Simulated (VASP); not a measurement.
# HfC (Fm-3m) in VASP: further runs, part 2 of 2

VASP 6.6.1. Earlier steps stand in the parts before.

## 3. Single point, HSE06

This run uses another cell than the first one, of 12.07 Å³/atom.

The input, POSCAR:

```
HfC
1.0
    0.0000000000      2.2935772291      2.2935772291
    2.2935772291      0.0000000000      2.2935772291
    2.2935772291      2.2935772291      0.0000000000
Hf C
1 1
Direct
    0.5000000000      0.5000000000      0.5000000000
    0.0000000000      0.0000000000      0.0000000000
```

The input, INCAR.step1:

```
SYSTEM = HfC
PREC = Accurate ; ENCUT = 520
EDIFF = 1E-5 ; ISMEAR = -1
SIGMA = 0.05 ; LREAL = .FALSE.
LASPH = .TRUE. ; NELM = 100
ALGO = Normal ; ISIF = 2
LWAVE = .TRUE. ; NBANDS = 14
GGA = PE
```

The input, INCAR.step2:

```
SYSTEM = HfC
PREC = Accurate ; ENCUT = 520
EDIFF = 1E-6 ; ISMEAR = -1
SIGMA = 0.05 ; LREAL = .FALSE.
LASPH = .TRUE. ; NELM = 100
ALGO = Normal ; ISIF = 2
LWAVE = .FALSE. ; LCHARG = .TRUE.
GGA = PE ; LHFCALC = .TRUE.
HFSCREEN = 0.2079 ; PRECFOCK = Normal
LELF = .TRUE. ; LVHAR = .TRUE.
NBANDS = 14 ; ISTART = 1
```

The input, KPOINTS:

```
regular mesh
0
G
  6 6 6
  0 0 0
```

Potentials or basis: VASP PAW PBE potentials, release 64 (Hf_pv, C).

Run with:

```sh
$ cat potpaw_PBE.64/Hf_pv/POTCAR potpaw_PBE.64/C/POTCAR > POTCAR
$ cp INCAR.step1 INCAR
$ mpirun -np 1 vasp_std > vasp.out
$ cp INCAR.step2 INCAR
$ mpirun -np 1 vasp_std > vasp.out
```

OUTCAR:

```text
SYSTEM = HfC
   PREC = Accurate
   ENCUT = 520
   EDIFF = 1E-6
   ISMEAR = -1
   LREAL = .FALSE.
   LASPH = .TRUE.
   NELM = 100
   ISIF = 2
   GGA = PE
   LHFCALC = .TRUE.
   HFSCREEN = 0.2079
   PRECFOCK = Normal
   ISTART = 1

 ion  position               nearest neighbor table
   1  0.500  0.500  0.500-   2 2.29   2 2.29   2 2.29   2 2.29   2 2.29   2 2.29
   2  0.000  0.000  0.000-   1 2.29   1 2.29   1 2.29   1 2.29   1 2.29   1 2.29

  LATTYP: Found a face centered cubic cell.
 ALAT       =     4.5871544582

  Lattice vectors:

 A1 = (   0.0000000000,   2.2935772291,   2.2935772291)
 A2 = (   2.2935772291,   0.0000000000,   2.2935772291)
 A3 = (   2.2935772291,   2.2935772291,   0.0000000000)

Analysis of symmetry for initial positions (statically):
=====================================================================
 Subroutine PRICEL returns:
 Original cell was already a primitive cell.

 Routine SETGRP: Setting up the symmetry group for a
 face centered cubic supercell.

 Subroutine GETGRP returns: Found 48 space group operations
 (whereof 48 operations were pure point group operations)
 out of a pool of 48 trial point group operations.

The static configuration has the point symmetry O_h .

Analysis of symmetry for dynamics (positions and initial velocities):
=====================================================================
 Subroutine PRICEL returns:
 Original cell was already a primitive cell.

 Routine SETGRP: Setting up the symmetry group for a
 face centered cubic supercell.

 Subroutine GETGRP returns: Found 48 space group operations
 (whereof 48 operations were pure point group operations)
 out of a pool of 48 trial point group operations.

The dynamic configuration has the point symmetry O_h .

 Subroutine INISYM returns: Found 48 space group operations
 (whereof 48 operations are pure point group operations),
 and found     1 'primitive' translations

----------------------------------------------------------------------------------------

                                     Primitive cell

  volume of cell :      24.1307

  direct lattice vectors                    reciprocal lattice vectors
     0.000000000  2.293577229  2.293577229    -0.218000072  0.218000072  0.218000072
     2.293577229  0.000000000  2.293577229     0.218000072 -0.218000072  0.218000072
     2.293577229  2.293577229  0.000000000     0.218000072  0.218000072 -0.218000072

  length of vectors
     3.243608024  3.243608024  3.243608024     0.377587200  0.377587200  0.377587200

  position of ions in fractional coordinates (direct lattice)
     0.500000000  0.500000000  0.500000000
     0.000000000  0.000000000  0.000000000

  ion indices of the primitive-cell ions
   primitive index   ion index
                 1           1
                 2           2

----------------------------------------------------------------------------------------

 KPOINTS: regular mesh

Automatic generation of k-mesh.
 Grid dimensions read from file:
 generate k-points for:    6    6    6
[... 39 lines left out ...]
   total plane-waves  NPLWV =  13824
   dimension x,y,z NGX =    24 NGY =   24 NGZ =   24
   dimension x,y,z NGXF=    48 NGYF=   48 NGZF=   48
   ions per type =               1   1
   NGX,Y,Z   is equivalent  to a cutoff of  12.30, 12.30, 12.30 a.u.
   NGXF,Y,Z  is equivalent  to a cutoff of  24.60, 24.60, 24.60 a.u.
 SYSTEM =  HfC
   PREC   = accura    normal or accurate (medium, high low for compatibility)
   ISTART =      1    job   : 0-new  1-cont  2-samecut
   ICHARG =      0    charge: 1-file 2-atom 10-const
   ISPIN  =      1    spin polarized calculation?
   LNONCOLLINEAR =      F non collinear calculations
   LSORBIT =      F    spin-orbit coupling
   LASPH  =      T    aspherical Exc in radial PAW
   ENCUT  =  520.0 eV  38.22 Ry    6.18 a.u.   6.03  6.03  6.03*2*pi/ulx,y,z
   NELM   =    100;   NELMIN=  2; NELMDL=  0     # of ELM steps
   EDIFF  = 0.1E-05   stopping-criterion for ELM
   LREAL  =      F    real-space projection
   EDIFFG = 0.1E-04   stopping-criterion for IOM
   NSW    =      0    number of steps for IOM
   IBRION =     -1    ionic relax: 0-MD 1-quasi-New 2-CG
   NFREE  =      0    steps in history (QN), initial steepest desc. (CG)
   ISIF   =      2    stress and relaxation
   ISYM   =      3    0-nonsym 1-usesym 2-fastsym
   POTIM  = 0.5000    time-step for ionic-motion
   TEBEG  =    0.0;   TEEND  =   0.0 temperature during run
   PSTRESS=    0.0 pullay stress
   NELECT =      14.0000    total number of electrons
   NUPDOWN=      -1.0000    fix difference up-down
   EMIN   =  10.00;   EMAX   =-10.00  energy-range for DOS
   EFERMI =   0.00;   METHOD = LEGACY
   ISMEAR =    -1;   SIGMA  =   0.05  broadening in eV -4-tet -1-fermi 0-gaus
   EFERMI_NEDOS =   21; number of points for ismear=-14 and -15
   IALGO  =     38    algorithm
   IMIX   =      1    mixing-type and parameters
     AMIX     =   0.40;   BMIX     =  1.00
     AMIX_MAG =   1.60;   BMIX_MAG =  1.00
  volume/ion in A,a.u.               =      12.07        81.42
  Fermi-wavevector in a.u.,A,eV,Ry     =   1.365403  2.580237 25.365681  1.864325
  Thomas-Fermi vector in A             =   2.491634
   LORBIT       =      0    0 simple, 1 ext, 2 COOP (PROOUT), +10 PAW based schemes
   GGA     = PE    functional components
   LHFCALC =     T    Hartree Fock is set to
   PRECFOCK=normal    Normal, Fast or Accurate (Low or Medium for compatibility)
   ENCUT4O =  -1.0   cutoff for four orbital integrals eV
   NKREDX  =     1    reduce k-point grid by
   NKREDY  =     1    reduce k-point grid by
   NKREDZ  =     1    reduce k-point grid by
   AEXX    =    0.2500 exact exchange contribution
   HFSCREEN=    0.2079 screening length (either q_TF or 0.3 A-1)
   HFSCREENC=   0.2079 screening length for correlation (either q_TF or 0.3 A-1)
   ENCUTFOCK=  -1.0 apply spherical cutoff to Coloumb kernel
   IVDW    =     0    specifies the selected vdW correction
   LEPSILON=     F    determine dielectric tensor
   LRPA    =     F    only Hartree local field effects (RPA)
 non-spin polarized calculation
  energy-cutoff  :      520.00
  volume of cell :       24.13
 maximum number of plane-waves:       656
  NGX = 20; NGY = 20; NGZ = 20

 number of electron      14.0000001 magnetization

 Free energy of the ion-electron system (eV)
  ---------------------------------------------------
  ext. energy  EPLUGINS =         0.00000000
  ---------------------------------------------------
  free energy    TOTEN  =       -23.98392246 eV

  energy without entropy =      -23.97960331  energy(sigma->0) =      -23.98176289

 E-fermi :   5.7978     XC(G=0): -10.2176

 val. band max:        5.7139505157   @ k =   0.1667   0.1667   0.0000
 cond. band min:       5.8346975946   @ k =   0.5000   0.5000   0.0000
 fundamental gap:      0.1207470788
 Fermi energy:         5.7977955484

 k-point     1 :       0.0000    0.0000    0.0000
  band No.  band energies     occupation
      1     -25.5143      2.00000
      2     -25.5143      2.00000
      3     -25.5143      2.00000
      4      -8.1547      2.00000
      5       7.1251      0.00000
      6       7.1251      0.00000
      7       7.1251      0.00000
      8       8.0044      0.00000
      9       8.0044      0.00000
     10       8.0044      0.00000
     11      10.1003      0.00000
     12      10.1003      0.00000
     13      14.3908      0.00000
     14      18.0268      0.00000
[... 241 lines left out ...]
      1     -26.1749      2.00000
      2     -25.9343      2.00000
      3     -25.8244      2.00000
      4      -5.4299      2.00000
      5       2.7316      2.00000
      6       3.0527      2.00000
      7       3.1844      2.00000
      8       8.5889      0.00000
      9      12.4567      0.00000
     10      14.0248      0.00000
     11      14.1713      0.00000
     12      16.0393      0.00000
     13      19.5236      0.00000
     14      20.9745      0.00000

------------------------ aborting loop because EDIFF is reached ----------------------------------------

  FORCE on cell =-STRESS in cart. coord.  units (eV):
  Direction    XX          YY          ZZ          XY          YZ          ZX
  --------------------------------------------------------------------------------------
  -------------------------------------------------------------------------------------
  Total        0.9382316      0.9382316      0.9382316      0.0000000     -0.0000000     -0.0000000
  in kB       62.2946203     62.2946203     62.2946203      0.0000000     -0.0000000     -0.0000000
  external PRESSURE =      62.2946203 kB  Pullay stress =       0.0000000 kB

 VOLUME and BASIS-vectors are now :
 -----------------------------------------------------------------------------
  energy-cutoff  :      520.00
  volume of cell :       24.13
      direct lattice vectors                 reciprocal lattice vectors
     0.000000000  2.293577229  2.293577229    -0.218000072  0.218000072  0.218000072
     2.293577229  0.000000000  2.293577229     0.218000072 -0.218000072  0.218000072
     2.293577229  2.293577229  0.000000000     0.218000072  0.218000072 -0.218000072

 POSITION                                       TOTAL-FORCE (eV/Angst)
 -----------------------------------------------------------------------------------
      2.29358      2.29358      2.29358        -0.000000     -0.000000     -0.000000
      0.00000      0.00000      0.00000         0.000000      0.000000      0.000000
 -----------------------------------------------------------------------------------
    total drift:                               -0.000000     -0.000000     -0.000000

  FREE ENERGIE OF THE ION-ELECTRON SYSTEM (eV)
  ---------------------------------------------------
  free  energy   TOTEN  =       -23.9839224583 eV

  energy  without entropy=      -23.9796033122  energy(sigma->0) =      -23.98176289
```

Wall time 43 min (1 thread of Intel Xeon 8259CL, shared host); peak memory 0.23 GiB.

Results:

```yaml
Free_energy: -23.9839 eV
Pressure: 6.2 GPa
Band_gap_on_the_k_mesh: zero (bands 7 and 8 overlap by 1.60 eV)
```

Caveat: the k points lie up to 0.40 Å⁻¹ apart, too coarse for converged energies and pressures of a metal; the PAW data sets were made with another functional, which shifts forces and pressure a little; spin-orbit coupling is left out, which moves the levels of the heavy elements.

## 4. Single point, PBE0

This run uses another cell than the first one, of 12.07 Å³/atom.

POSCAR is that of step 3.

The input, INCAR.step1:

```
SYSTEM = HfC
PREC = Accurate
ENCUT = 520
EDIFF = 1E-5
ISMEAR = -1
SIGMA = 0.05
LREAL = .False.
LASPH = .True.
NELM = 100
ALGO = Normal
ISIF = 2
LWAVE = .True.
LCHARG = .False.
GGA = PE
NBANDS = 14
```

The input, INCAR.step2:

```
SYSTEM = HfC
PREC = Accurate
ENCUT = 520
EDIFF = 1E-7
ISMEAR = -1
SIGMA = 0.05
LREAL = .False.
LASPH = .True.
NELM = 100
ALGO = Normal
ISIF = 2
LWAVE = .False.
LCHARG = .False.
GGA = PE
LHFCALC = .True.
AEXX = 0.25
PRECFOCK = Normal
ISTART = 1
NBANDS = 14
```

The input, KPOINTS:

```
Automatic mesh
0
Gamma
  6 6 6
  0 0 0
```

Potentials or basis: VASP PAW PBE potentials, release 64 (Hf_pv, C).

Run with:

```sh
$ cat potpaw_PBE.64/Hf_pv/POTCAR potpaw_PBE.64/C/POTCAR > POTCAR
$ cp INCAR.step1 INCAR
$ mpirun -np 1 vasp_std > vasp.out
$ cp INCAR.step2 INCAR
$ mpirun -np 1 vasp_std > vasp.out
```

OUTCAR:

```text
SYSTEM = HfC
   PREC = Accurate
   ENCUT = 520
   EDIFF = 1E-7
   ISMEAR = -1
   LREAL = .False.
   LASPH = .True.
   NELM = 100
   ISIF = 2
   GGA = PE
   LHFCALC = .True.
   AEXX = 0.25
   PRECFOCK = Normal
   ISTART = 1

 ion  position               nearest neighbor table
   1  0.500  0.500  0.500-   2 2.29   2 2.29   2 2.29   2 2.29   2 2.29   2 2.29
   2  0.000  0.000  0.000-   1 2.29   1 2.29   1 2.29   1 2.29   1 2.29   1 2.29

  LATTYP: Found a face centered cubic cell.
 ALAT       =     4.5871544582
[... 459 lines left out ...]

  FORCE on cell =-STRESS in cart. coord.  units (eV):
  Direction    XX          YY          ZZ          XY          YZ          ZX
  --------------------------------------------------------------------------------------
  -------------------------------------------------------------------------------------
  Total        0.8974604      0.8974604      0.8974604      0.0000000     -0.0000000      0.0000000
  in kB       59.5875859     59.5875859     59.5875859      0.0000000     -0.0000000      0.0000000
  external PRESSURE =      59.5875859 kB  Pullay stress =       0.0000000 kB

 VOLUME and BASIS-vectors are now :
 -----------------------------------------------------------------------------
  energy-cutoff  :      520.00
  volume of cell :       24.13
      direct lattice vectors                 reciprocal lattice vectors
     0.000000000  2.293577229  2.293577229    -0.218000072  0.218000072  0.218000072
     2.293577229  0.000000000  2.293577229     0.218000072 -0.218000072  0.218000072
     2.293577229  2.293577229  0.000000000     0.218000072  0.218000072 -0.218000072

 POSITION                                       TOTAL-FORCE (eV/Angst)
 -----------------------------------------------------------------------------------
      2.29358      2.29358      2.29358        -0.000000      0.000000     -0.000000
      0.00000      0.00000      0.00000         0.000000     -0.000000      0.000000
 -----------------------------------------------------------------------------------
    total drift:                               -0.000000     -0.000000     -0.000000

  FREE ENERGIE OF THE ION-ELECTRON SYSTEM (eV)
  ---------------------------------------------------
  free  energy   TOTEN  =       -25.5466953163 eV

  energy  without entropy=      -25.5466340531  energy(sigma->0) =      -25.54666468
```

OUTCAR.step1:

```text
SYSTEM = HfC
   PREC = Accurate
   ENCUT = 520
   EDIFF = 1E-5
   ISMEAR = -1
   LREAL = .False.
[... 482 lines left out ...]
      2.29358      2.29358      2.29358        -0.000000     -0.000000     -0.000000
      0.00000      0.00000      0.00000         0.000000      0.000000      0.000000
 -----------------------------------------------------------------------------------
    total drift:                                0.000000     -0.000000      0.000000

  FREE ENERGIE OF THE ION-ELECTRON SYSTEM (eV)
  ---------------------------------------------------
  free  energy   TOTEN  =       -21.0042281730 eV

  energy  without entropy=      -21.0010135909  energy(sigma->0) =      -21.00262088
```

OSZICAR.step1:

```text
N       E                     dE             d eps       ncg     rms          rms(c)
DAV:   1     0.234694001609E+02    0.23469E+02   -0.77807E+03   448   0.996E+02
DAV:   2    -0.225125741758E+02   -0.45982E+02   -0.43560E+02   586   0.200E+02
DAV:   3    -0.241358938223E+02   -0.16233E+01   -0.16189E+01   532   0.270E+01
DAV:   4    -0.241426031425E+02   -0.67093E-02   -0.67090E-02   526   0.219E+00
DAV:   5    -0.241426426072E+02   -0.39465E-04   -0.39465E-04   528   0.152E-01    0.613E+01
DAV:   6    -0.210521639540E+02    0.30905E+01   -0.11639E+01   478   0.182E+01    0.436E+01
DAV:   7    -0.210161511231E+02    0.36013E-01   -0.49437E-01   550   0.504E+00    0.249E+01
DAV:   8    -0.210095339316E+02    0.66172E-02   -0.58516E-02   520   0.187E+00    0.548E+00
DAV:   9    -0.210044940633E+02    0.50399E-02   -0.18467E-02   520   0.782E-01    0.199E+00
DAV:  10    -0.210042346532E+02    0.25941E-03   -0.10469E-03   544   0.253E-01    0.511E-02
DAV:  11    -0.210042281730E+02    0.64801E-05   -0.72938E-05   532   0.676E-02
   1 F= -.21004228E+02 E0= -.21002621E+02  d E =-.321458E-02
```

Wall time 44 min (1 thread of Intel Xeon 8259CL, shared host); peak memory 0.14 GiB.

Results:

* Free energy: -25.5467 eV
* Pressure: 6.0 GPa
* Band gap on the k mesh: zero (bands 7 and 8 overlap by 2.15 eV)

Caveat: the k points lie up to 0.40 Å⁻¹ apart, too coarse for converged energies and pressures of a metal; the PAW data sets were made with another functional, which shifts forces and pressure a little; spin-orbit coupling is left out, which moves the levels of the heavy elements.

## 5. The runs side by side

| level | cell | k mesh | screening parameter | gap on the mesh (eV) | pressure (GPa) |
| --- | --- | --- | --- | --- | --- |
| PBE0 | a = 3.288 Å, angles 60.0°, 2 atoms | 8 × 8 × 8 | - | none | -4.3 |
| HSE06 | a = 3.244 Å, angles 60.0°, 2 atoms | 6 × 6 × 6 | 0.2079 1/Å | none | 6.2 |
| PBE0 | a = 3.244 Å, angles 60.0°, 2 atoms | 6 × 6 × 6 | - | none | 6.0 |

Alike in all rows: task single point; potentials or basis VASP PAW PBE potentials, release 64 (Hf_pv, C); no spin polarisation; cutoff (eV) 520; smearing fermi-dirac 0.05 eV.

Caveats: some runs use coarse meshes; the PAW data sets were made with another functional, which shifts forces and pressure a little; spin-orbit coupling is left out, which moves the levels of the heavy elements; the cell stands under tension (at least some runs).

Absolute energies hang on the potentials; compare differences alone.

The gap in the log of VASP goes by the Fermi energy; the results here count the filled bands.